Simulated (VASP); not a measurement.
# GaN in VASP: notebook

The runs below take GaN through single point, with PBE.

Program: VASP 6.6.1. These are calculated values, not measurements. Logs are shortened: lines on timing, memory, paths and dates and some standing lists are left out, and cuts for length are marked.

### 1 The cell of the first run

The structure is tetragonal, space group I4/mmm (No. 139). The conventional cell has a = 2.982 Å, b = 2.982 Å, c = 4.196 Å, α = 90.00°, β = 90.00°, γ = 90.00°. Within 2.8 Å of Ga (site symmetry 4/mmm) lie 6 N at 2.10 to 2.11 Å. Within 2.8 Å of N (site symmetry 4/mmm) lie 6 Ga at 2.10 to 2.11 Å.

### 2 Single point, PBE (uniaxial z strain -0.5%)

INCAR reads:

```
SYSTEM = GaN
ALGO = Normal ; EDIFF = 1E-7
ENCUT = 520 ; GGA = PE
ISIF = 2 ; ISMEAR = 0
LASPH = .True. ; LCHARG = .False.
LREAL = .False. ; LWAVE = .False.
NBANDS = 16 ; NELM = 100
PREC = Accurate ; SIGMA = 0.01
```

KPOINTS reads:

```
k-points
0
Gamma
  6 6 6
  0 0 0
```

POSCAR reads:

```
GaN
1.0
    0.0000000000      2.1085152370      2.0979726608
    2.1085152370      0.0000000000      2.0979726608
    2.1085152370      2.1085152370      0.0000000000
Ga N
1 1
Direct
    0.0000000000      0.0000000000      0.0000000000
    0.5000000000      0.5000000000      0.5000000000
```

Potentials or basis: VASP PAW PBE potentials, release 64 (Ga_d, N).

Started as:

```
cat potpaw_PBE.64/Ga_d/POTCAR potpaw_PBE.64/N/POTCAR > POTCAR
mpirun -np 1 vasp_std > vasp.out
```

OUTCAR:

```text
SYSTEM = GaN
   EDIFF = 1E-7
   ENCUT = 520
   GGA = PE
   ISIF = 2
   ISMEAR = 0
   LASPH = .True.
   LREAL = .False.
   NELM = 100
   PREC = Accurate

 ion  position               nearest neighbor table
   1  0.000  0.000  0.000-   2 2.10   2 2.10   2 2.11   2 2.11   2 2.11   2 2.11
   2  0.500  0.500  0.500-   1 2.10   1 2.10   1 2.11   1 2.11   1 2.11   1 2.11

  LATTYP: Found a body centered tetragonal cell.
 ALAT       =     2.9818908446
 C/A-ratio  =     1.4071424946

  Lattice vectors:

 A1 = (   0.0000000000,  -2.1085152370,  -2.0979726608)
 A2 = (   0.0000000000,   2.1085152370,  -2.0979726608)
 A3 = (   2.1085152370,   0.0000000000,   2.0979726608)

Analysis of symmetry for initial positions (statically):
=====================================================================
 Subroutine PRICEL returns:
 Original cell was already a primitive cell.

 Routine SETGRP: Setting up the symmetry group for a
 body centered tetragonal supercell.

 Subroutine GETGRP returns: Found 16 space group operations
 (whereof 16 operations were pure point group operations)
 out of a pool of 16 trial point group operations.

The static configuration has the point symmetry D_4h.

Analysis of symmetry for dynamics (positions and initial velocities):
=====================================================================
 Subroutine PRICEL returns:
 Original cell was already a primitive cell.

 Routine SETGRP: Setting up the symmetry group for a
 body centered tetragonal supercell.

 Subroutine GETGRP returns: Found 16 space group operations
 (whereof 16 operations were pure point group operations)
 out of a pool of 16 trial point group operations.

The dynamic configuration has the point symmetry D_4h.

 Subroutine INISYM returns: Found 16 space group operations
 (whereof 16 operations are pure point group operations),
 and found     1 'primitive' translations

----------------------------------------------------------------------------------------

                                     Primitive cell

  volume of cell :      18.6545

  direct lattice vectors                    reciprocal lattice vectors
     0.000000000  2.108515237  2.097972661    -0.237133691  0.237133691  0.238325317
     2.108515237  0.000000000  2.097972661     0.237133691 -0.237133691  0.238325317
     2.108515237  2.108515237  0.000000000     0.237133691  0.237133691 -0.238325317

  length of vectors
     2.974445459  2.974445459  2.981890845     0.411416737  0.411416737  0.411416737

  position of ions in fractional coordinates (direct lattice)
     0.000000000  0.000000000  0.000000000
     0.500000000  0.500000000  0.500000000

  ion indices of the primitive-cell ions
   primitive index   ion index
                 1           1
                 2           2

----------------------------------------------------------------------------------------

 KPOINTS: k-points

Automatic generation of k-mesh.
 Grid dimensions read from file:
 generate k-points for:    6    6    6

 Generating k-lattice:

  Cartesian coordinates                     Fractional coordinates (reciprocal lattice)
    -0.039522282  0.039522282  0.039720886     0.166666667  0.000000000  0.000000000
     0.039522282 -0.039522282  0.039720886     0.000000000  0.166666667  0.000000000
     0.039522282  0.039522282 -0.039720886     0.000000000  0.000000000  0.166666667

  Length of vectors
     0.068569456  0.068569456  0.068569456

  Shift w.r.t. Gamma in fractional coordinates (k-lattice)
     0.000000000  0.000000000  0.000000000

 Subroutine IBZKPT returns following result:
 ===========================================

 Found     30 irreducible k-points:

 Following reciprocal coordinates:
            Coordinates               Weight
  0.000000  0.000000  0.000000      1.000000
  0.166667 -0.000000  0.000000      8.000000
  0.333333  0.000000  0.000000      8.000000
  0.500000  0.000000  0.000000      4.000000
  0.166667  0.166667  0.000000      2.000000
  0.333333  0.166667  0.000000      8.000000
[... 16 lines left out ...]
  0.333333  0.000000  0.333333      4.000000
  0.500000  0.000000  0.333333     16.000000
 [... further k-points ...]
   k-points           NKPTS =     30   k-points in BZ     NKDIM =     30   number of bands    NBANDS=     16
   number of dos      NEDOS =    301   number of ions     NIONS =      2
   total plane-waves  NPLWV =  13824
   dimension x,y,z NGX =    24 NGY =   24 NGZ =   24
   dimension x,y,z NGXF=    48 NGYF=   48 NGZF=   48
   ions per type =               1   1
   NGX,Y,Z   is equivalent  to a cutoff of  13.41, 13.41, 13.38 a.u.
   NGXF,Y,Z  is equivalent  to a cutoff of  26.83, 26.83, 26.76 a.u.
 SYSTEM =  GaN
   PREC   = accura    normal or accurate (medium, high low for compatibility)
   ISTART =      0    job   : 0-new  1-cont  2-samecut
   ICHARG =      2    charge: 1-file 2-atom 10-const
   ISPIN  =      1    spin polarized calculation?
   LNONCOLLINEAR =      F non collinear calculations
   LSORBIT =      F    spin-orbit coupling
   LASPH  =      T    aspherical Exc in radial PAW
   ENCUT  =  520.0 eV  38.22 Ry    6.18 a.u.   5.53  5.53  5.54*2*pi/ulx,y,z
   NELM   =    100;   NELMIN=  2; NELMDL= -5     # of ELM steps
   EDIFF  = 0.1E-06   stopping-criterion for ELM
   LREAL  =      F    real-space projection
   EDIFFG = 0.1E-05   stopping-criterion for IOM
   NSW    =      0    number of steps for IOM
   IBRION =     -1    ionic relax: 0-MD 1-quasi-New 2-CG
   NFREE  =      0    steps in history (QN), initial steepest desc. (CG)
   ISIF   =      2    stress and relaxation
   ISYM   =      2    0-nonsym 1-usesym 2-fastsym
   POTIM  = 0.5000    time-step for ionic-motion
   TEBEG  =    0.0;   TEEND  =   0.0 temperature during run
   PSTRESS=    0.0 pullay stress
   NELECT =      18.0000    total number of electrons
   NUPDOWN=      -1.0000    fix difference up-down
   EMIN   =  10.00;   EMAX   =-10.00  energy-range for DOS
   EFERMI =   0.00;   METHOD = LEGACY
   ISMEAR =     0;   SIGMA  =   0.01  broadening in eV -4-tet -1-fermi 0-gaus
   EFERMI_NEDOS =   21; number of points for ismear=-14 and -15
   IALGO  =     38    algorithm
   IMIX   =      4    mixing-type and parameters
     AMIX     =   0.40;   BMIX     =  1.00
     AMIX_MAG =   1.60;   BMIX_MAG =  1.00
  volume/ion in A,a.u.               =       9.33        62.94
  Fermi-wavevector in a.u.,A,eV,Ry     =   1.617725  3.057056 35.606890  2.617033
  Thomas-Fermi vector in A             =   2.712103
   LORBIT       =      0    0 simple, 1 ext, 2 COOP (PROOUT), +10 PAW based schemes
   GGA     = PE    functional components
   LHFCALC =     F    Hartree Fock is set to
   AEXX    =    0.0000 exact exchange contribution
   IVDW    =     0    specifies the selected vdW correction
   LEPSILON=     F    determine dielectric tensor
   LRPA    =     F    only Hartree local field effects (RPA)
 non-spin polarized calculation
 Gauss-broadening in eV      SIGMA  =   0.01
  energy-cutoff  :      520.00
  volume of cell :       18.65
 maximum number of plane-waves:       531
 NGX is ok and might be reduce to    24
   NGX = 11   NGY = 11   NGZ = 11

 number of electron      18.0000007 magnetization

 Free energy of the ion-electron system (eV)
  ---------------------------------------------------
  ext. energy  EPLUGINS =         0.00000000
  ---------------------------------------------------
  free energy    TOTEN  =       -11.16661353 eV

  energy without entropy =      -11.16661353  energy(sigma->0) =      -11.16661353

 E-fermi :   8.1704     XC(G=0): -13.1459

 val. band max:        8.0680706808   @ k =  -0.1667   0.0000   0.1667
 cond. band min:       8.6795508886   @ k =   0.5000   0.5000   0.0000
 fundamental gap:      0.6114802078
 Fermi energy:         8.1704032968

 k-point     1 :       0.0000    0.0000    0.0000
  band No.  band energies     occupation
      1      -9.3681      2.00000
      2      -5.9448      2.00000
      3      -5.9448      2.00000
      4      -5.9422      2.00000
      5      -5.8502      2.00000
      6      -5.8428      2.00000
[... 8 lines left out ...]
     15      23.9680      0.00000
     16      24.1793      0.00000

 k-point     2 :       0.1667   -0.0000    0.0000
  band No.  band energies     occupation
      1      -8.8283      2.00000
      2      -5.9655      2.00000
      3      -5.9445      2.00000
      4      -5.9404      2.00000
      5      -5.8576      2.00000
      6      -5.8551      2.00000
[... 8 lines left out ...]
     15      24.7196      0.00000
     16      24.7447      0.00000

 k-point     3 :       0.3333    0.0000    0.0000
  band No.  band energies     occupation
      1      -7.4037      2.00000
      2      -6.0515      2.00000
      3      -6.0480      2.00000
      4      -6.0122      2.00000
      5      -5.7636      2.00000
      6      -5.7614      2.00000
[... 8 lines left out ...]
     15      27.7463      0.00000
     16      27.7565      0.00000

 k-point     4 :       0.5000    0.0000    0.0000
  band No.  band energies     occupation
      1      -6.1773      2.00000
      2      -6.1662      2.00000
      3      -6.1097      2.00000
      4      -6.1072      2.00000
      5      -5.7109      2.00000
      6      -5.7071      2.00000
[... 8 lines left out ...]
     15      31.3482      0.00000
     16      31.3576      0.00000

 k-point     5 :       0.1667    0.1667    0.0000
  band No.  band energies     occupation
      1      -8.6828      2.00000
      2      -5.9899      2.00000
      3      -5.9340      2.00000
      4      -5.8852      2.00000
      5      -5.8852      2.00000
      6      -5.8211      2.00000
[... 8 lines left out ...]
     15      28.3513      0.00000
     16      28.3513      0.00000

 k-point     6 :       0.3333    0.1667    0.0000
  band No.  band energies     occupation
      1      -7.7643      2.00000
      2      -6.0294      2.00000
      3      -5.9322      2.00000
      4      -5.9210      2.00000
      5      -5.7418      2.00000
      6      -5.6558      2.00000
[... 8 lines left out ...]
     15      28.8870      0.00000
     16      30.0973      0.00000

 k-point     7 :       0.5000    0.1667    0.0000
  band No.  band energies     occupation
      1      -7.0132      2.00000
      2      -6.0761      2.00000
      3      -6.0182      2.00000
      4      -5.8770      2.00000
      5      -5.6976      2.00000
      6      -4.9178      2.00000
[... 8 lines left out ...]
     15      29.1624      0.00000
     16      31.5950      0.00000

 k-point     8 :      -0.3333    0.1667    0.0000
  band No.  band energies     occupation
      1      -7.0602      2.00000
      2      -6.0746      2.00000
      3      -6.0498      2.00000
      4      -5.9182      2.00000
      5      -5.7625      2.00000
      6      -5.2013      2.00000
[... 8 lines left out ...]
     15      27.3169      0.00000
     16      29.2723      0.00000

 k-point     9 :      -0.1667    0.1667    0.0000
  band No.  band energies     occupation
      1      -8.0556      2.00000
      2      -5.9955      2.00000
      3      -5.9918      2.00000
      4      -5.9825      2.00000
      5      -5.8632      2.00000
      6      -5.6833      2.00000
[... 8 lines left out ...]
     15      26.2359      0.00000
     16      28.1692      0.00000
[... 172 lines left out ...]
 k-point    19 :       0.5000    0.3333    0.1667
  band No.  band energies     occupation
      1      -7.3821      2.00000
      2      -6.0208      2.00000
      3      -5.9602      2.00000
      4      -5.8349      2.00000
      5      -5.7387      2.00000
      6      -4.7411      2.00000
[... 8 lines left out ...]
     15      30.2102      0.00000
     16      32.6460      0.00000

 k-point    20 :      -0.3333    0.3333    0.1667
  band No.  band energies     occupation
      1      -7.2742      2.00000
      2      -6.0175      2.00000
      3      -5.9250      2.00000
      4      -5.9162      2.00000
      5      -5.6880      2.00000
      6      -3.8111      2.00000
[... 8 lines left out ...]
     15      26.9204      0.00000
     16      34.2858      0.00000

 k-point    21 :      -0.1667    0.3333    0.1667
  band No.  band energies     occupation
      1      -7.4001      2.00000
      2      -6.0188      2.00000
      3      -5.9571      2.00000
      4      -5.8395      2.00000
      5      -5.7381      2.00000
      6      -4.7402      2.00000
[... 8 lines left out ...]
     15      30.1432      0.00000
     16      32.5524      0.00000

 k-point    22 :      -0.3333    0.5000    0.1667
  band No.  band energies     occupation
      1      -7.5094      2.00000
      2      -6.0470      2.00000
      3      -5.8658      2.00000
      4      -5.8098      2.00000
      5      -5.6510      2.00000
      6      -3.0622      2.00000
[... 8 lines left out ...]
     15      29.9831      0.00000
     16      36.0369      0.00000

 k-point    23 :       0.3333    0.0000    0.3333
  band No.  band energies     occupation
      1      -7.7758      2.00000
      2      -6.0859      2.00000
      3      -5.7602      2.00000
      4      -5.7423      2.00000
      5      -5.7380      2.00000
      6      -4.9827      2.00000
[... 8 lines left out ...]
     15      32.8049      0.00000
     16      35.4947      0.00000

 k-point    24 :       0.5000    0.0000    0.3333
  band No.  band energies     occupation
      1      -7.5714      2.00000
      2      -6.0846      2.00000
      3      -5.8244      2.00000
      4      -5.7507      2.00000
      5      -5.6765      2.00000
      6      -3.7368      2.00000
[... 8 lines left out ...]
     15      33.3505      0.00000
     16      34.6890      0.00000

 [... further k-points ...]
[... 5 lines left out ...]
  --------------------------------------------------------------------------------------
  -------------------------------------------------------------------------------------
  Total        1.1467342      1.1467342      1.2698861      0.0000000      0.0000000      0.0000000
  in kB       98.4895216     98.4895216    109.0666690      0.0000000      0.0000000      0.0000000
  external PRESSURE =     102.0152374 kB  Pullay stress =       0.0000000 kB

 VOLUME and BASIS-vectors are now :
 -----------------------------------------------------------------------------
  energy-cutoff  :      520.00
  volume of cell :       18.65
      direct lattice vectors                 reciprocal lattice vectors
     0.000000000  2.108515237  2.097972661    -0.237133691  0.237133691  0.238325317
     2.108515237  0.000000000  2.097972661     0.237133691 -0.237133691  0.238325317
     2.108515237  2.108515237  0.000000000     0.237133691  0.237133691 -0.238325317

 POSITION                                       TOTAL-FORCE (eV/Angst)
 -----------------------------------------------------------------------------------
      0.00000      0.00000      0.00000         0.000000      0.000000      0.000000
      2.10852      2.10852      2.09797        -0.000000      0.000000      0.000000
 -----------------------------------------------------------------------------------
    total drift:                                0.000000     -0.000000     -0.000000

  FREE ENERGIE OF THE ION-ELECTRON SYSTEM (eV)
  ---------------------------------------------------
  free  energy   TOTEN  =       -11.1666135309 eV

  energy  without entropy=      -11.1666135309  energy(sigma->0) =      -11.16661353
```

It took 5.6 s on 1 thread of Intel Xeon Platinum 8488C (Sapphire Rapids), shared host; peak memory 0.13 GiB.

What came out:

```yaml
Free_energy: -11.1666 eV
Pressure: 10.2 GPa
Band_gap_on_the_k_mesh: 0.61 eV, indirect (least direct gap 2.88 eV)
```

Caveat: the k points lie up to 0.43 Å⁻¹ apart; the cell differs from its parent crystal (uniaxial z strain -0.5%). A k mesh can miss the band edges.

(Continued in part 2 of 2.)
